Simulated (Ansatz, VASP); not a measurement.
# Two plane-wave programs on Cu2As3

File INCAR:

```
  PREC = Accurate
  ENCUT = 520
  EDIFF = 1E-6
  ISMEAR = -1
  SIGMA = 0.05
  LREAL = False
  LASPH = True
  NELM = 80
  ALGO = Normal
  ISIF = 2
  LWAVE = False
  LCHARG = False
  GGA = PE
  NBANDS = 26
```

File KPOINTS:

```
regular mesh
0
Gamma
  8 8 5
```

POSCAR

```
Cu2As3
1.0
    4.0301016875      0.0000000000      0.0000000000
   -2.0150508438      3.4901704412      0.0000000000
    0.0000000000      0.0000000000      6.0493368624
As Cu
3 2
Direct
    0.6666666667      0.3333333333      0.6493380000
    0.3333333333      0.6666666667      0.3506620000
    0.0000000000      0.0000000000      0.0000000000
    0.6666666667      0.3333333333      0.2169690000
    0.3333333333      0.6666666667      0.7830310000
```

File input.yaml:

```yaml
crystal:
  lattice:
    - [4.0301016875, 0.0, 0.0]
    - [-2.0150508438, 3.4901704412, 0.0]
    - [0.0, 0.0, 6.0493368624]
  atoms:
    - { symbol: As, position: [0.6666666667, 0.3333333333, 0.649338] }
    - { symbol: As, position: [0.3333333333, 0.6666666667, 0.350662] }
    - { symbol: As, position: [0.0, 0.0, 0.0] }
    - { symbol: Cu, position: [0.6666666667, 0.3333333333, 0.216969] }
    - { symbol: Cu, position: [0.3333333333, 0.6666666667, 0.783031] }
hamiltonian:
  xc: pbe
  pseudopotentials: { kind: paw }
kpoints:
  mp_grid: { grid: [8, 8, 5] }
scf:
  occupations: { method: fermi_dirac, width: 0.05 }
output:
  forces: true
  stress: true
  eigenvalues: true
```

Alike in both runs: task single point; functional PBE; k mesh 8 × 8 × 5; occupations fermi-dirac, width 0.05 eV; no spin polarisation.

|  | VASP | Ansatz |
| --- | --- | --- |
| version | VASP 6.6.1 | Ansatz 0.2.0 |
| potentials or method | VASP PAW PBE potentials, release 64 (As, Cu) | Ansatz PAW |
| plane-wave cutoff (eV) | 520 | 420 |
| valence electrons in the cell | 37 | 83 |

```csv
,VASP,Ansatz,Ansatz less VASP
gap on the k mesh at the Fermi level (eV),none,none,-
pressure (GPa),3.1,2.9,-0.24
"traceless stress, the component that is largest in VASP (GPa)",0.30,0.41,+0.112
rms of the force components (eV/Å),0.041,0.031,-0.0104
```

Atom by atom the forces differ by 0.010 eV/Å (rms over components). A gap of «none» marks a metal or a gap that the smearing closes. VASP's potentials hold 37 valence electrons a cell and Ansatz's 83, so a difference there can come from the potentials and not from the codes.
